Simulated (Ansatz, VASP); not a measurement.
**BeBC4: VASP beside Ansatz**

```
Be B C
1.0
     3.37198    0.00000    0.00000
     0.00000    3.37198    0.00000
     0.00000    0.00000    5.11652
Be B C
1 1 4
Direct
  0.00000 0.00000 0.50000
  0.50000 0.50000 0.50000
  0.00000 0.50000 0.25741
  0.50000 0.00000 0.25741
  0.00000 0.50000 0.74259
  0.50000 0.00000 0.74259
```

Alike in both runs: task relaxation of cell and atoms; functional PBE; k mesh 6 × 6 × 4; occupations gaussian, width 0.1 eV; no spin polarisation.

|  | VASP | Ansatz |
| --- | --- | --- |
| version | VASP 6.6.1 | Ansatz 0.2.0 |
| potentials or method | VASP PAW PBE potentials, release 64 (Be, B, C), cutoff 600 eV | scalar-relativistic, plane waves, PAW |
| valence electrons in the cell | 21 | 21 |

|  | VASP | Ansatz | Ansatz less VASP |
| --- | --- | --- | --- |
| gap on the k mesh at the Fermi level, each at its own relaxed structure (eV) | none | none | - |
| relaxed volume (Å³/atom) | 6.41 | 6.42 | +0.004 |
| relaxed length of the cell vector where the two differ most in proportion (Å) | 2.920 | 3.748 | +0.8277 |

A gap of «none» marks a metal or a gap that the smearing closes. One of these differences is far larger than is usual between the two programs; its cause wasn't traced.

Noted on VASP's run: the volume moved by over 15 % at a fixed basis, so the end points are rough.
